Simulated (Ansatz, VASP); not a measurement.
# One calculation of Hf, two programs

```xyz
1
Lattice="0.0000 2.2097 2.2097 2.2097 0.0000 2.2097 2.2097 2.2097 0.0000" Properties=species:S:1:pos:R:3 pbc="T T T"
Hf    0.0000    0.0000    0.0000
```

Alike in both runs: task single point; functional PBEsol; k mesh 14 × 14 × 14; occupations fermi-dirac, width 0.1 eV; no spin polarisation.

```csv
,VASP,Ansatz
version,VASP 6.6.1,Ansatz 0.2.0
potentials or method,"VASP PAW PBE potentials, release 64 (Hf_pv), cutoff 520 eV","plane waves (420 eV) with PAW, scalar-relativistic"
valence electrons in the cell,10,26
```

```tsv
	VASP	Ansatz	Ansatz less VASP
pressure (GPa)	-0.3	0.1	+0.39
```

VASP's potentials were made for PBE, not for PBEsol, and Ansatz warns of the same on its side. VASP's potentials hold 10 valence electrons a cell and Ansatz's 26, so a difference there can come from the potentials and not from the codes.

Spin-orbit coupling is off throughout.
